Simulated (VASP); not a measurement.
# MgO (P6_3/mmc) in VASP: a series of runs

MgO is run at these levels: PBEsol; tasks: single point.

Program: VASP 6.6.1. These are calculated values, not measurements. Logs are shortened: lines on timing, memory, paths and dates and some standing lists are left out, and cuts for length are marked.

### Step 1. The cell of the first run

It takes space group P6_3/mmc (No. 194, hexagonal). Conventional cell: a = 3.495 Å, b = 3.495 Å, c = 4.055 Å, α = 90.00°, β = 90.00°, γ = 120.00°. Within 2.7 Å of Mg (site symmetry -6m2) lie 5 O at 2.02 to 2.03 Å. Within 2.7 Å of O (site symmetry -6m2) lie 5 Mg at 2.02 to 2.03 Å.

### Step 2. Single point, PBEsol

Contents of INCAR:

```
PREC     = Accurate       # precision mode
ENCUT    = 520            # plane-wave cutoff, eV
EDIFF    = 1E-7           # SCF threshold, eV
ISMEAR   = 0              # smearing method
SIGMA    = 0.05           # smearing width, eV
LREAL    = False          # projectors in reciprocal space
LASPH    = True           # aspherical terms in the spheres
NELM     = 100            # most SCF steps
ALGO     = Normal         # electronic algorithm
ISIF     = 2              # what is computed and relaxed
LWAVE    = False          # write WAVECAR
LCHARG   = True           # write CHGCAR
GGA      = PS             # functional
LELF     = True           # ELF
LVHAR    = True         
NBANDS   = 16             # bands
```

Contents of KPOINTS:

```
regular mesh
0
Gamma
  9 9 6
```

Contents of POSCAR:

```
MgO
1.0
    3.4947663883      0.0000000000      0.0000000000
   -1.7473831942      3.0265564725      0.0000000000
    0.0000000000      0.0000000000      4.0549000000
Mg O
2 2
Direct
    0.6666666667      0.3333333333      0.7500000000
    0.3333333333      0.6666666667      0.2500000000
    0.6666666667      0.3333333333      0.2500000000
    0.3333333333      0.6666666667      0.7500000000
```

Potentials or basis: VASP PAW PBE potentials, release 64 (Mg, O).

The run is started by

```sh
> cat potpaw_PBE.64/Mg/POTCAR potpaw_PBE.64/O/POTCAR > POTCAR
> mpirun -np 1 vasp_std > vasp.out
```

OUTCAR:

```text
PREC = Accurate
   ENCUT = 520
   EDIFF = 1E-7
   ISMEAR = 0
   LREAL = False
   LASPH = True
   NELM = 100
   ISIF = 2
   GGA = PS

 ion  position               nearest neighbor table
   1  0.667  0.333  0.750-   4 2.02   4 2.02   4 2.02   3 2.03   3 2.03   2 2.86   2 2.86   2 2.86
                             2 2.86   2 2.86   2 2.86
   2  0.333  0.667  0.250-   3 2.02   3 2.02   3 2.02   4 2.03   4 2.03   1 2.86   1 2.86   1 2.86
                             1 2.86   1 2.86   1 2.86
   3  0.667  0.333  0.250-   2 2.02   2 2.02   2 2.02   1 2.03   1 2.03
   4  0.333  0.667  0.750-   1 2.02   1 2.02   1 2.02   2 2.03   2 2.03

  LATTYP: Found a hexagonal cell.
 ALAT       =     3.4947663883
 C/A-ratio  =     1.1602778411

  Lattice vectors:

 A1 = (   3.4947663883,   0.0000000000,   0.0000000000)
 A2 = (  -1.7473831942,   3.0265564725,   0.0000000000)
 A3 = (   0.0000000000,   0.0000000000,   4.0549000000)

Analysis of symmetry for initial positions (statically):
=====================================================================
 Subroutine PRICEL returns:
 Original cell was already a primitive cell.

 Routine SETGRP: Setting up the symmetry group for a
 hexagonal supercell.

 Subroutine GETGRP returns: Found 24 space group operations
 (whereof 12 operations were pure point group operations)
 out of a pool of 24 trial point group operations.

The static configuration has the point symmetry D_3d.
 The point group associated with its full space group is D_6h.

Analysis of symmetry for dynamics (positions and initial velocities):
=====================================================================
 Subroutine PRICEL returns:
 Original cell was already a primitive cell.

 Routine SETGRP: Setting up the symmetry group for a
 hexagonal supercell.

 Subroutine GETGRP returns: Found 24 space group operations
 (whereof 12 operations were pure point group operations)
 out of a pool of 24 trial point group operations.

The dynamic configuration has the point symmetry D_3d.
 The point group associated with its full space group is D_6h.

 Subroutine INISYM returns: Found 24 space group operations
 (whereof 12 operations are pure point group operations),
 and found     1 'primitive' translations

----------------------------------------------------------------------------------------

                                     Primitive cell

  volume of cell :      42.8891

  direct lattice vectors                    reciprocal lattice vectors
     3.494766388  0.000000000  0.000000000     0.286142159  0.165204253  0.000000000
    -1.747383194  3.026556472  0.000000000     0.000000000  0.330408505  0.000000000
     0.000000000  0.000000000  4.054900000     0.000000000  0.000000000  0.246615206

  length of vectors
     3.494766388  3.494766388  4.054900000     0.330408505  0.330408505  0.246615206

  position of ions in fractional coordinates (direct lattice)
     0.666666667  0.333333333  0.750000000
     0.333333333  0.666666667  0.250000000
     0.666666667  0.333333333  0.250000000
     0.333333333  0.666666667  0.750000000

  ion indices of the primitive-cell ions
   primitive index   ion index
                 1           1
                 2           2
                 3           3
                 4           4

----------------------------------------------------------------------------------------

 KPOINTS: regular mesh

Automatic generation of k-mesh.
 Grid dimensions read from file:
 generate k-points for:    9    9    6

 Generating k-lattice:

  Cartesian coordinates                     Fractional coordinates (reciprocal lattice)
     0.031793573  0.018356028  0.000000000     0.111111111  0.000000000  0.000000000
     0.000000000  0.036712056  0.000000000     0.000000000  0.111111111  0.000000000
     0.000000000  0.000000000  0.041102534     0.000000000  0.000000000  0.166666667

  Length of vectors
     0.036712056  0.036712056  0.041102534

  Shift w.r.t. Gamma in fractional coordinates (k-lattice)
     0.000000000  0.000000000  0.000000000

 Subroutine IBZKPT returns following result:
 ===========================================

 Found     48 irreducible k-points:

 Following reciprocal coordinates:
            Coordinates               Weight
  0.000000  0.000000  0.000000      1.000000
  0.111111  0.000000  0.000000      6.000000
  0.222222  0.000000  0.000000      6.000000
  0.333333  0.000000  0.000000      6.000000
  0.444444  0.000000  0.000000      6.000000
  0.111111  0.111111  0.000000      6.000000
[... 16 lines left out ...]
  0.333333  0.222222  0.166667     24.000000
  0.333333  0.333333  0.166667      4.000000
 [... further k-points ...]
   k-points           NKPTS =     48   k-points in BZ     NKDIM =     48   number of bands    NBANDS=     16
   number of dos      NEDOS =    301   number of ions     NIONS =      4
   total plane-waves  NPLWV =  23520
   dimension x,y,z NGX =    28 NGY =   28 NGZ =   30
   dimension x,y,z NGXF=    56 NGYF=   56 NGZF=   60
   ions per type =               2   2
   NGX,Y,Z   is equivalent  to a cutoff of  13.32, 13.32, 12.30 a.u.
   NGXF,Y,Z  is equivalent  to a cutoff of  26.64, 26.64, 24.60 a.u.
 SYSTEM =  unknown system
   PREC   = accura    normal or accurate (medium, high low for compatibility)
   ISTART =      0    job   : 0-new  1-cont  2-samecut
   ICHARG =      2    charge: 1-file 2-atom 10-const
   ISPIN  =      1    spin polarized calculation?
   LNONCOLLINEAR =      F non collinear calculations
   LSORBIT =      F    spin-orbit coupling
   LASPH  =      T    aspherical Exc in radial PAW
   ENCUT  =  520.0 eV  38.22 Ry    6.18 a.u.   6.50  6.50  7.54*2*pi/ulx,y,z
   NELM   =    100;   NELMIN=  2; NELMDL= -5     # of ELM steps
   EDIFF  = 0.1E-06   stopping-criterion for ELM
   LREAL  =      F    real-space projection
   EDIFFG = 0.1E-05   stopping-criterion for IOM
   NSW    =      0    number of steps for IOM
   IBRION =     -1    ionic relax: 0-MD 1-quasi-New 2-CG
   NFREE  =      0    steps in history (QN), initial steepest desc. (CG)
   ISIF   =      2    stress and relaxation
   ISYM   =      2    0-nonsym 1-usesym 2-fastsym
   POTIM  = 0.5000    time-step for ionic-motion
   TEBEG  =    0.0;   TEEND  =   0.0 temperature during run
   PSTRESS=    0.0 pullay stress
   NELECT =      16.0000    total number of electrons
   NUPDOWN=      -1.0000    fix difference up-down
   EMIN   =  10.00;   EMAX   =-10.00  energy-range for DOS
   EFERMI =   0.00;   METHOD = LEGACY
   ISMEAR =     0;   SIGMA  =   0.05  broadening in eV -4-tet -1-fermi 0-gaus
   EFERMI_NEDOS =   21; number of points for ismear=-14 and -15
   IALGO  =     38    algorithm
   IMIX   =      4    mixing-type and parameters
     AMIX     =   0.40;   BMIX     =  1.00
     AMIX_MAG =   1.60;   BMIX_MAG =  1.00
  volume/ion in A,a.u.               =      10.72        72.36
  Fermi-wavevector in a.u.,A,eV,Ry     =   1.178508  2.227057 18.896869  1.388881
  Thomas-Fermi vector in A             =   2.314835
   LORBIT       =      0    0 simple, 1 ext, 2 COOP (PROOUT), +10 PAW based schemes
   GGA     = PS    functional components
   LHFCALC =     F    Hartree Fock is set to
   AEXX    =    0.0000 exact exchange contribution
   IVDW    =     0    specifies the selected vdW correction
   LEPSILON=     F    determine dielectric tensor
   LRPA    =     F    only Hartree local field effects (RPA)
 non-spin polarized calculation
 Gauss-broadening in eV      SIGMA  =   0.05
  energy-cutoff  :      520.00
  volume of cell :       42.89
 maximum number of plane-waves:      1176
 NGX is ok and might be reduce to    28
   NGX = 13   NGY = 13   NGZ = 15

 number of electron      15.9999990 magnetization

 Free energy of the ion-electron system (eV)
  ---------------------------------------------------
  ext. energy  EPLUGINS =         0.00000000
  ---------------------------------------------------
  free energy    TOTEN  =       -24.71585106 eV

  energy without entropy =      -24.71585106  energy(sigma->0) =      -24.71585106

 E-fermi :   2.2576     XC(G=0): -10.4165

 val. band max:        1.9929408588   @ k =   0.0000   0.0000   0.0000
 cond. band min:       5.4654616440   @ k =   0.0000   0.0000   0.0000
 fundamental gap:      3.4725207852
 Fermi energy:         2.2576194762

 k-point     1 :       0.0000    0.0000    0.0000
  band No.  band energies     occupation
      1     -14.9576      2.00000
      2     -13.4059      2.00000
      3      -1.6712      2.00000
      4       0.1771      2.00000
      5       0.1771      2.00000
      6       1.2281      2.00000
[... 8 lines left out ...]
     15      17.5571      0.00000
     16      17.8086      0.00000

 k-point     2 :       0.1111    0.0000    0.0000
  band No.  band energies     occupation
      1     -14.8939      2.00000
      2     -13.4213      2.00000
      3      -1.5761      2.00000
      4      -0.0115      2.00000
      5       0.0749      2.00000
      6       0.9268      2.00000
[... 8 lines left out ...]
     15      17.1364      0.00000
     16      17.3203      0.00000

 k-point     3 :       0.2222    0.0000    0.0000
  band No.  band energies     occupation
      1     -14.7180      2.00000
      2     -13.4741      2.00000
      3      -1.3035      2.00000
      4      -0.5740      2.00000
      5      -0.1379      2.00000
      6       0.5077      2.00000
[... 8 lines left out ...]
     15      16.3477      0.00000
     16      16.9050      0.00000
[... 362 lines left out ...]
 k-point    23 :       0.3333    0.2222    0.1667
  band No.  band energies     occupation
      1     -14.0868      2.00000
      2     -13.7815      2.00000
      3      -1.6429      2.00000
      4      -1.0199      2.00000
      5      -0.5742      2.00000
      6       0.4804      2.00000
[... 8 lines left out ...]
     15      16.5444      0.00000
     16      17.9299      0.00000

 k-point    24 :       0.3333    0.3333    0.1667
  band No.  band energies     occupation
      1     -13.9203      2.00000
      2     -13.9203      2.00000
      3      -1.6369      2.00000
      4      -0.8752      2.00000
      5      -0.8752      2.00000
      6       0.8377      2.00000
[... 8 lines left out ...]
     15      16.3734      0.00000
     16      18.7132      0.00000

 [... further k-points ...]

------------------------ aborting loop because EDIFF is reached ----------------------------------------

  FORCE on cell =-STRESS in cart. coord.  units (eV):
  Direction    XX          YY          ZZ          XY          YZ          ZX
  --------------------------------------------------------------------------------------
  -------------------------------------------------------------------------------------
  Total        0.6155135      0.6155135      2.7304765     -0.0000000      0.0000000      0.0000000
  in kB       22.9932882     22.9932882    102.0004167     -0.0000000      0.0000000      0.0000000
  external PRESSURE =      49.3289977 kB  Pullay stress =       0.0000000 kB

 VOLUME and BASIS-vectors are now :
 -----------------------------------------------------------------------------
  energy-cutoff  :      520.00
  volume of cell :       42.89
      direct lattice vectors                 reciprocal lattice vectors
     3.494766388  0.000000000  0.000000000     0.286142159  0.165204253  0.000000000
    -1.747383194  3.026556472  0.000000000     0.000000000  0.330408505  0.000000000
     0.000000000  0.000000000  4.054900000     0.000000000  0.000000000  0.246615206

 POSITION                                       TOTAL-FORCE (eV/Angst)
 -----------------------------------------------------------------------------------
      1.74738      1.00885      3.04117        -0.000000      0.000000      0.000000
     -0.00000      2.01770      1.01372         0.000000     -0.000000      0.000000
      1.74738      1.00885      1.01372        -0.000000     -0.000000      0.000000
     -0.00000      2.01770      3.04117         0.000000      0.000000      0.000000
 -----------------------------------------------------------------------------------
    total drift:                               -0.000000      0.000000     -0.000000

  FREE ENERGIE OF THE ION-ELECTRON SYSTEM (eV)
  ---------------------------------------------------
  free  energy   TOTEN  =       -24.7158510599 eV

  energy  without entropy=      -24.7158510599  energy(sigma->0) =      -24.71585106
```

Run time: 51 s. Hardware: 1 thread of Intel Xeon 8259CL, shared host; peak memory 0.18 GiB.

What came out:

```
Free energy            : -24.7159 eV
Pressure               : 4.9 GPa
Band gap on the k mesh : 3.47 eV, direct
```

Stress tensor (GPa, compression positive):
```
 2.30  0.00  0.00
 0.00  2.30  0.00
 0.00  0.00 10.20
```

Caveat: the PAW data sets were made with another functional, which shifts forces and pressure a little. Expect the measured gap to be larger: semilocal functionals such as PBEsol lack the derivative discontinuity.

### Step 3. Single point, PBEsol

This run uses another cell than the first one, of 10.90 Å³/atom, 1.017 times its volume.

Contents of INCAR:

```
SYSTEM = MgO
PREC = Accurate ; ENCUT = 520
EDIFF = 1E-6 ; ISMEAR = 0
SIGMA = 0.05 ; LREAL = .False.
LASPH = .True. ; NELM = 80
ALGO = Normal ; ISIF = 2
LWAVE = .False. ; LCHARG = .True.
GGA = PS ; LELF = .True.
LVHAR = .True. ; NBANDS = 16
```

Contents of KPOINTS:

```
Automatic mesh
0
Gamma
  9 9 6
  0 0 0
```

Contents of POSCAR:

```
MgO
1.0
    3.4365000000      0.0000000000      0.0000000000
   -1.7182500000      2.9760963001      0.0000000000
    0.0000000000      0.0000000000      4.2646000000
Mg O
2 2
Direct
    0.6666666667      0.3333333333      0.7500000000
    0.3333333333      0.6666666667      0.2500000000
    0.6666666667      0.3333333333      0.2500000000
    0.3333333333      0.6666666667      0.7500000000
```

Potentials or basis: VASP PAW PBE potentials, release 64 (Mg, O).

The run is started by

```sh
> cat potpaw_PBE.64/Mg/POTCAR potpaw_PBE.64/O/POTCAR > POTCAR
> mpirun -np 1 vasp_std > vasp.out
```

Run time: 45 s. Hardware: 1 thread of Intel Xeon 8259CL, shared host; peak memory 0.18 GiB.

It converged, with:

```
Free energy            : -24.7367 eV
Pressure               : 2.0 GPa
Band gap on the k mesh : 3.32 eV, direct
```

Stress tensor (GPa, compression positive):
```
 4.01  0.00  0.00
 0.00  4.01  0.00
 0.00  0.00 -1.99
```

Levels at points of the mesh, in eV from the valence-band top:
| k point | band 6 | band 7 | band 8 | band 9 | band 10 | band 11 |
| --- | --- | --- | --- | --- | --- | --- |
| (0.00, 0.00, 0.00) | -0.91 | -0.91 | 0.00 | 3.32 | 9.31 | 11.82 |
| (0.00, 0.00, 0.50) | -1.35 | -1.35 | -1.35 | 6.33 | 6.33 | 13.03 |

Caveat: the PAW data sets were made with another functional, which shifts forces and pressure a little.

### Step 4. Single point, PBEsol

This run uses another cell than the first one, of 10.89 Å³/atom, 1.016 times its volume.

Contents of INCAR:

```
SYSTEM = MgO
PREC = Accurate ; ENCUT = 520
EDIFF = 1E-6 ; ISMEAR = 0
SIGMA = 0.05 ; LREAL = .FALSE.
LASPH = .TRUE. ; NELM = 100
ALGO = Normal ; ISIF = 2
LWAVE = .FALSE. ; LCHARG = .FALSE.
GGA = PS ; NBANDS = 16
```

Contents of KPOINTS:

```
regular mesh
0
G
  9 9 6
  0 0 0
```

Contents of POSCAR:

```
MgO
1.0
    3.5530000000      0.0000000000      0.0000000000
   -1.7765000000      3.0769882596      0.0000000000
    0.0000000000      0.0000000000      3.9850000000
Mg O
2 2
Direct
    0.6666666667      0.3333333333      0.7500000000
    0.3333333333      0.6666666667      0.2500000000
    0.6666666667      0.3333333333      0.2500000000
    0.3333333333      0.6666666667      0.7500000000
```

The run is started by

```sh
> cat potpaw_PBE.64/Mg/POTCAR potpaw_PBE.64/O/POTCAR > POTCAR
> mpirun -np 1 vasp_std > vasp.out
```

Wall time 42 s (1 thread of Intel Xeon 8259CL, shared host); peak memory 0.18 GiB.

Results (log left out):

- Free energy: -24.6642 eV
- Pressure: 3.8 GPa
- Band gap on the k mesh: 3.43 eV, direct

Stress tensor (GPa, compression positive):
```
-1.27  0.00  0.00
 0.00 -1.27  0.00
 0.00  0.00 14.00
```

Levels at points of the mesh, in eV from the valence-band top:
```
           k point  band 6  band 7  band 8  band 9  band 10  band 11
(0.00, 0.00, 0.00)   -0.65   -0.65    0.00    3.43     9.85    12.17
(0.00, 0.00, 0.50)   -1.25   -1.25   -1.25    6.54     6.54    12.52
```

Caveat: the PAW data sets were made with another functional, which shifts forces and pressure a little. A hybrid or GW would open this gap; PBEsol tends to underestimate it.

### Step 5. Single point, PBEsol

This run uses another cell than the first one, of 10.91 Å³/atom, 1.017 times its volume.

Contents of INCAR:

```
PREC = Accurate ; ENCUT = 520
EDIFF = 1E-6 ; ISMEAR = 0
SIGMA = 0.05 ; LREAL = F
LASPH = T ; NELM = 100
ALGO = Normal ; ISIF = 2
LWAVE = F ; LCHARG = F
GGA = PS ; NBANDS = 16
```

Contents of KPOINTS:

```
Automatic mesh
0
Gamma
  9 9 6
```

Contents of POSCAR:

```
MgO
1.0
    3.4947663883      0.0000000000      0.0000000000
   -1.7473831942      3.0265564725      0.0000000000
    0.0000000000      0.0000000000      4.1248000000
Mg O
2 2
Direct
    0.6666666667      0.3333333333      0.7500000000
    0.3333333333      0.6666666667      0.2500000000
    0.6666666667      0.3333333333      0.2500000000
    0.3333333333      0.6666666667      0.7500000000
```

The run is started by

```sh
> cat potpaw_PBE.64/Mg/POTCAR potpaw_PBE.64/O/POTCAR > POTCAR
> mpirun -np 1 vasp_std > vasp.out
```

It took 45 s on 1 thread of Intel Xeon 8259CL, shared host; peak memory 0.18 GiB.

The run converged. Its results:

| Item | Value |
| --- | --- |
| Free energy | -24.7497 eV |
| Pressure | 2.0 GPa |
| Band gap on the k mesh | 3.37 eV, direct |

Stress tensor (GPa, compression positive):
```
0.90 0.00 0.00
0.00 0.90 0.00
0.00 0.00 4.32
```

Levels at points of the mesh, in eV from the valence-band top:
```tsv
k point	band 5	band 6	band 7	band 8	band 9	band 10	band 11	band 12
(0.00, 0.00, 0.00)	-1.78	-0.78	-0.78	0.00	3.37	9.53	12.33	12.39
(0.00, 0.00, 0.50)	-1.30	-1.30	-1.30	-1.30	6.43	6.43	12.74	12.74
```

Caveat: the PAW data sets were made with another functional, which shifts forces and pressure a little.

### Step 6. Overview

| cell | gap on the mesh (eV) | pressure (GPa) |
| --- | --- | --- |
| a = 3.495, b = 3.495, c = 4.055 Å, angles 90.0, 90.0, 120.0°, 4 atoms | 3.47 | 4.9 |
| a = 3.437, b = 3.436, c = 4.265 Å, angles 90.0, 90.0, 120.0°, 4 atoms | 3.32 | 2.0 |
| a = 3.553, b = 3.553, c = 3.985 Å, angles 90.0, 90.0, 120.0°, 4 atoms | 3.43 | 3.8 |
| a = 3.495, b = 3.495, c = 4.125 Å, angles 90.0, 90.0, 120.0°, 4 atoms | 3.37 | 2.0 |

Alike in all rows: task single point; level PBEsol; potentials or basis VASP PAW PBE potentials, release 64 (Mg, O); no spin polarisation; k mesh 9 × 9 × 6; cutoff (eV) 520; smearing gaussian 0.05 eV.

Caveats: the PAW data sets were made with another functional, which shifts forces and pressure a little.

Total energies depend on the potentials used, so only differences within one code and one set of settings carry meaning.
